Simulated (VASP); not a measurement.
# MoS2 (P6_3/mmc) in VASP: a series of runs, part 2 of 2

VASP 6.6.1.

**4. Single point, PBEsol**

This run uses another cell than the first one, of 17.19 Å³/atom.

INCAR

```
SYSTEM = MoS2
PREC = Accurate
ENCUT = 520
EDIFF = 1E-6
ISMEAR = 1
SIGMA = 0.172
LREAL = .FALSE.
LASPH = .TRUE.
NELM = 60
ALGO = Normal
ISIF = 2
LWAVE = .FALSE.
LCHARG = .TRUE.
GGA = PS
LELF = .TRUE.
LVHAR = .TRUE.
NBANDS = 35
```

KPOINTS

```
regular mesh
0
G
  12 12 2
  0 0 0
```

POSCAR

```
MoS2
1.0
    3.0474000000      0.0000000000      0.0000000000
   -1.5237000000      2.6391258155      0.0000000000
    0.0000000000      0.0000000000     12.8217000000
Mo S
2 4
Direct
    0.3333333333      0.6666666667      0.2500000000
    0.6666666667      0.3333333333      0.7500000000
    0.3333333333      0.6666666667      0.6259932117
    0.6666666667      0.3333333333      0.1259932117
    0.3333333333      0.6666666667      0.8740067883
    0.6666666667      0.3333333333      0.3740067883
```

Potentials or basis: VASP PAW PBE potentials, release 64 (Mo_sv, S).

The run is started by

```
> cat potpaw_PBE.64/Mo_sv/POTCAR potpaw_PBE.64/S/POTCAR > POTCAR
> mpirun -np 1 vasp_std > vasp.out
```

OUTCAR:

```text
SYSTEM = MoS2
   PREC = Accurate
   ENCUT = 520
   EDIFF = 1E-6
   ISMEAR = 1
   LREAL = .FALSE.
   LASPH = .TRUE.
   NELM = 60
   ISIF = 2
   GGA = PS

 ion  position               nearest neighbor table
   1  0.333  0.667  0.250-   4 2.37   6 2.37   4 2.37   6 2.37   4 2.37   6 2.37
   2  0.667  0.333  0.750-   3 2.37   5 2.37   3 2.37   5 2.37   3 2.37   5 2.37
   3  0.333  0.667  0.626-   2 2.37   2 2.37   2 2.37
   4  0.667  0.333  0.126-   1 2.37   1 2.37   1 2.37
   5  0.333  0.667  0.874-   2 2.37   2 2.37   2 2.37
   6  0.667  0.333  0.374-   1 2.37   1 2.37   1 2.37

  LATTYP: Found a hexagonal cell.
 ALAT       =     3.0474000000
 C/A-ratio  =     4.2074227210

  Lattice vectors:

 A1 = (   3.0474000000,   0.0000000000,   0.0000000000)
 A2 = (  -1.5237000000,   2.6391258155,   0.0000000000)
 A3 = (   0.0000000000,   0.0000000000,  12.8217000000)

Analysis of symmetry for initial positions (statically):
=====================================================================
 Subroutine PRICEL returns:
 Original cell was already a primitive cell.

 Routine SETGRP: Setting up the symmetry group for a
 hexagonal supercell.

 Subroutine GETGRP returns: Found 24 space group operations
 (whereof 12 operations were pure point group operations)
 out of a pool of 24 trial point group operations.

The static configuration has the point symmetry D_3d.
 The point group associated with its full space group is D_6h.

Analysis of symmetry for dynamics (positions and initial velocities):
=====================================================================
 Subroutine PRICEL returns:
 Original cell was already a primitive cell.

 Routine SETGRP: Setting up the symmetry group for a
 hexagonal supercell.

 Subroutine GETGRP returns: Found 24 space group operations
 (whereof 12 operations were pure point group operations)
 out of a pool of 24 trial point group operations.

[... 125 lines left out ...]
   EFERMI_NEDOS =   21; number of points for ismear=-14 and -15
   IALGO  =     38    algorithm
   IMIX   =      4    mixing-type and parameters
     AMIX     =   0.40;   BMIX     =  1.00
     AMIX_MAG =   1.60;   BMIX_MAG =  1.00
  volume/ion in A,a.u.               =      17.19       115.98
  Fermi-wavevector in a.u.,A,eV,Ry     =   1.303059  2.462425 23.102201  1.697964
  Thomas-Fermi vector in A             =   2.434086
   LORBIT       =      0    0 simple, 1 ext, 2 COOP (PROOUT), +10 PAW based schemes
   GGA     = PS    functional components
   LHFCALC =     F    Hartree Fock is set to
   AEXX    =    0.0000 exact exchange contribution
   IVDW    =     0    specifies the selected vdW correction
   LEPSILON=     F    determine dielectric tensor
   LRPA    =     F    only Hartree local field effects (RPA)
 non-spin polarized calculation
 Methfessel and Paxton  Order N= 1 SIGMA  =   0.17
  energy-cutoff  :      520.00
  volume of cell :      103.12
 maximum number of plane-waves:      2797
 NGX is ok and might be reduce to    24
   NGX = 11   NGY = 11   NGZ = 47

 number of electron      52.0000004 magnetization

 Free energy of the ion-electron system (eV)
  ---------------------------------------------------
  ext. energy  EPLUGINS =         0.00000000
  ---------------------------------------------------
  free energy    TOTEN  =       -46.72615926 eV

  energy without entropy =      -46.72720423  energy(sigma->0) =      -46.72650758

 E-fermi :   7.4516     XC(G=0): -11.1178

 val. band max:        7.4227045664   @ k =   0.0000   0.0000   0.0000
 cond. band min:       8.6161556164   @ k =   0.1667   0.1667   0.0000
 fundamental gap:      1.1934510500
 Fermi energy:         7.4516414782

 k-point     1 :       0.0000    0.0000    0.0000
  band No.  band energies     occupation
      1     -53.4167      2.00000
      2     -53.4167      2.00000
      3     -27.7002      2.00000
      4     -27.7002      2.00000
      5     -27.2980      2.00000
      6     -27.2980      2.00000
[... 901 lines left out ...]
     34      11.6478      0.00000
     35      14.6297      0.00000

 [... further k-points ...]
[... 5 lines left out ...]
  --------------------------------------------------------------------------------------
  -------------------------------------------------------------------------------------
  Total        6.0219090      6.0219090      0.2760630      0.0000000      0.0000000      0.0000000
  in kB       93.5641766     93.5641766      4.2892726      0.0000000      0.0000000      0.0000000
  external PRESSURE =      63.8058752 kB  Pullay stress =       0.0000000 kB

 VOLUME and BASIS-vectors are now :
 -----------------------------------------------------------------------------
  energy-cutoff  :      520.00
  volume of cell :      103.12
      direct lattice vectors                 reciprocal lattice vectors
     3.047400000  0.000000000  0.000000000     0.328148586  0.189456674  0.000000000
    -1.523700000  2.639125815  0.000000000     0.000000000  0.378913349  0.000000000
     0.000000000  0.000000000 12.821700000     0.000000000  0.000000000  0.077992778

 POSITION                                       TOTAL-FORCE (eV/Angst)
 -----------------------------------------------------------------------------------
     -0.00000      1.75942      3.20542         0.000000      0.000000      0.000000
      1.52370      0.87971      9.61627         0.000000     -0.000000      0.000000
     -0.00000      1.75942      8.02630         0.000000      0.000000     -0.066166
      1.52370      0.87971      1.61545        -0.000000      0.000000     -0.066166
     -0.00000      1.75942     11.20625         0.000000     -0.000000      0.066166
      1.52370      0.87971      4.79540        -0.000000      0.000000      0.066166
 -----------------------------------------------------------------------------------
    total drift:                               -0.000000      0.000000     -0.000000

  FREE ENERGIE OF THE ION-ELECTRON SYSTEM (eV)
  ---------------------------------------------------
  free  energy   TOTEN  =       -46.7261592596 eV

  energy  without entropy=      -46.7272042252  energy(sigma->0) =      -46.72650758
```

stdout:

```text
POSCAR found type information on POSCAR MoS
 POSCAR found :  2 types and       6 ions
 scaLAPACK will be used
 -----------------------------------------------------------------------------
|                                                                             |
|                                                                             |
|     You enforced a specific xc type in the INCAR file but a different       |
|     I HOPE YOU KNOW WHAT YOU ARE DOING!                                     |
|                                                                             |
 -----------------------------------------------------------------------------

 LDA part: xc-table for (Slater+PW92), standard interpolation
 POSCAR, INCAR and KPOINTS ok, starting setup
 FFT: planning ... GRIDC
 FFT: planning ... GRID_SOFT
 FFT: planning ... GRID
 WAVECAR not read
 entering main loop
```

Run time: 3 min. Hardware: 1 thread of Intel Xeon 8259CL, shared host; peak memory 0.28 GiB.

Results:

| Item | Value |
| --- | --- |
| Free energy | -46.7262 eV |
| Pressure | 6.4 GPa |
| Largest force | 0.066 eV/Å |
| Band gap on the k mesh | 1.19 eV (least direct gap 2.13 eV) |

Forces on the atoms (eV/Å):
```
Mo   0.000  0.000  0.000
Mo   0.000  0.000  0.000
S    0.000  0.000 -0.066
S    0.000  0.000 -0.066
S    0.000  0.000  0.066
S    0.000  0.000  0.066
```

Levels at points of the mesh, in eV from the valence-band top:
```csv
k point,band 23,band 24,band 25,band 26,band 27,band 28,band 29,band 30
"(0.00, 0.00, 0.00)",-1.42,-1.38,-1.20,0.00,2.91,2.91,2.93,2.93
"(0.50, 0.00, 0.00)",-0.98,-0.98,-0.92,-0.79,2.56,2.59,2.73,3.08
"(0.00, 0.00, 0.50)",-1.43,-1.43,-0.33,-0.33,2.92,2.92,2.92,2.92
"(0.50, 0.00, 0.50)",-0.98,-0.98,-0.85,-0.85,2.58,2.58,2.91,2.91
```

Caveat: the cell stands under pressure; the PAW data sets were made with another functional, which shifts forces and pressure a little; this functional lacks dispersion, which binds the layers, so the pressure and a relaxed spacing across them are unreliable. A k mesh can miss the band edges.

**5. Single point, PBEsol**

This run uses another cell than the first one, of 17.20 Å³/atom.

INCAR

```
PREC = Accurate
ENCUT = 520
EDIFF = 1E-6
ISMEAR = 1
SIGMA = 0.152
LREAL = F
LASPH = T
NELM = 80
ALGO = Normal
ISIF = 2
LWAVE = F
LCHARG = F
GGA = PS
NBANDS = 35
```

KPOINTS

```
Automatic mesh
0
Gamma
  12 12 2
```

POSCAR: that of step 4 with these lines changed.

```diff
@@ -2,5 +2,5 @@
 1.0
-    3.0474000000      0.0000000000      0.0000000000
-   -1.5237000000      2.6391258155      0.0000000000
-    0.0000000000      0.0000000000     12.8217000000
+    3.0788000000      0.0000000000      0.0000000000
+   -1.5394000000      2.6663190132      0.0000000000
+    0.0000000000      0.0000000000     12.5702639933
 Mo S
```

The run is started by

```
> cat potpaw_PBE.64/Mo_sv/POTCAR potpaw_PBE.64/S/POTCAR > POTCAR
> mpirun -np 1 vasp_std > vasp.out
```

Run time: 2.6 min. Hardware: 1 thread of Intel Xeon 8259CL, shared host; peak memory 0.28 GiB.

Results (log left out):

| Quantity | Value |
| --- | --- |
| Free energy | -46.8064 eV |
| Pressure | 6.5 GPa |
| Largest force | 0.455 eV/Å |
| Band gap on the k mesh | 1.05 eV (least direct gap 1.95 eV) |

Forces on the atoms (eV/Å):
```
Mo   0.000  0.000  0.000
Mo   0.000  0.000  0.000
S    0.000  0.000 -0.455
S    0.000  0.000 -0.455
S    0.000  0.000  0.455
S    0.000  0.000  0.455
```

Stress tensor (GPa, compression positive):
```
7.59 0.00 0.00
0.00 7.59 0.00
0.00 0.00 4.44
```

Levels at points of the mesh, in eV from the valence-band top:
```tsv
k point	band 23	band 24	band 25	band 26	band 27	band 28	band 29	band 30
(0.00, 0.00, 0.00)	-1.86	-1.37	-1.24	0.00	2.57	2.57	2.59	2.59
(0.50, 0.00, 0.00)	-1.34	-1.24	-1.19	-1.19	2.14	2.18	2.46	2.78
(0.00, 0.00, 0.50)	-1.88	-1.88	-0.33	-0.33	2.58	2.58	2.58	2.58
(0.50, 0.00, 0.50)	-1.26	-1.26	-1.21	-1.21	2.16	2.16	2.63	2.63
```

Caveat: the cell stands under pressure; the PAW data sets were made with another functional, which shifts forces and pressure a little; this functional lacks dispersion, which binds the layers, so the pressure and a relaxed spacing across them are unreliable. A k mesh can miss the band edges.

**6. Single point, PBEsol**

This run uses another cell than the first one, of 17.19 Å³/atom.

INCAR: that of step 5 with these lines changed.

```diff
@@ -4,6 +4,6 @@
 ISMEAR = 1
-SIGMA = 0.152
+SIGMA = 0.0918
 LREAL = F
 LASPH = T
-NELM = 80
+NELM = 60
 ALGO = Normal
```

KPOINTS

```
regular mesh
0
Gamma
  12 12 2
```

POSCAR: that of step 5 with these lines changed.

```diff
@@ -2,5 +2,5 @@
 1.0
-    3.0788000000      0.0000000000      0.0000000000
-   -1.5394000000      2.6663190132      0.0000000000
-    0.0000000000      0.0000000000     12.5702639933
+    3.1416453610      0.0000000000      0.0000000000
+   -1.5708226805      2.7207446923      0.0000000000
+    0.0000000000      0.0000000000     12.0675000000
 Mo S
```

Potentials or basis: VASP PAW PBE potentials, release 64 (Mo_sv, S).

The run is started by

```
> cat potpaw_PBE.64/Mo_sv/POTCAR potpaw_PBE.64/S/POTCAR > POTCAR
> mpirun -np 1 vasp_std > vasp.out
```

Run time: 2.5 min. Hardware: 1 thread of Intel Xeon 8259CL, shared host; peak memory 0.28 GiB.

Results (log left out):

| Property | Result |
| --- | --- |
| Free energy | -46.7378 eV |
| Pressure | 7.3 GPa |
| Largest force | 1.281 eV/Å |
| Band gap on the k mesh | 0.65 eV (least direct gap 1.61 eV) |

Forces on the atoms (eV/Å):
```
Mo   0.000  0.000  0.000
Mo   0.000  0.000  0.000
S    0.000  0.000 -1.281
S    0.000  0.000 -1.281
S    0.000  0.000  1.281
S    0.000  0.000  1.281
```

Stress tensor (GPa, compression positive):
```
 4.58  0.00  0.00
 0.00  4.58  0.00
 0.00  0.00 12.73
```

Levels at points of the mesh, in eV from the valence-band top:
| k point | band 23 | band 24 | band 25 | band 26 | band 27 | band 28 | band 29 | band 30 |
| --- | --- | --- | --- | --- | --- | --- | --- | --- |
| (0.00, 0.00, 0.00) | -2.68 | -1.29 | -1.27 | 0.00 | 1.95 | 1.95 | 1.97 | 1.97 |
| (0.50, 0.00, 0.00) | -2.14 | -1.95 | -1.73 | -1.56 | 1.36 | 1.41 | 1.86 | 2.10 |
| (0.00, 0.00, 0.50) | -2.70 | -2.70 | -0.30 | -0.30 | 1.95 | 1.95 | 1.95 | 1.95 |
| (0.50, 0.00, 0.50) | -2.04 | -2.04 | -1.63 | -1.63 | 1.38 | 1.38 | 1.99 | 1.99 |

Caveat: the cell stands under pressure; the PAW data sets were made with another functional, which shifts forces and pressure a little; this functional lacks dispersion, which binds the layers, so the pressure and a relaxed spacing across them are unreliable.

**7. The runs side by side**

```tsv
cell	smearing	gap on the mesh (eV)	pressure (GPa)	largest force (eV/Å)
a = 3.142, b = 3.142, c = 11.942 Å, angles 90.0, 90.0, 120.0°, 6 atoms	methfessel-paxton 0.0693 eV	0.50	9.4	1.63
a = 3.079, b = 3.079, c = 12.445 Å, angles 90.0, 90.0, 120.0°, 6 atoms	methfessel-paxton 0.145 eV	1.00	8.5	0.78
a = 3.047, b = 3.047, c = 12.822 Å, angles 90.0, 90.0, 120.0°, 6 atoms	methfessel-paxton 0.172 eV	1.19	6.4	0.07
a = 3.079, b = 3.079, c = 12.570 Å, angles 90.0, 90.0, 120.0°, 6 atoms	methfessel-paxton 0.152 eV	1.05	6.5	0.45
a = 3.142, b = 3.142, c = 12.068 Å, angles 90.0, 90.0, 120.0°, 6 atoms	methfessel-paxton 0.0918 eV	0.65	7.3	1.28
```

Alike in all rows: task single point; level PBEsol; potentials or basis VASP PAW PBE potentials, release 64 (Mo_sv, S); no spin polarisation; k mesh 12 × 12 × 2; cutoff (eV) 520.

Caveats: the cell stands under pressure; the PAW data sets were made with another functional, which shifts forces and pressure a little; this functional lacks dispersion, which binds the layers, so the pressure and a relaxed spacing across them are unreliable.

Absolute energies hang on the potentials; compare differences alone.
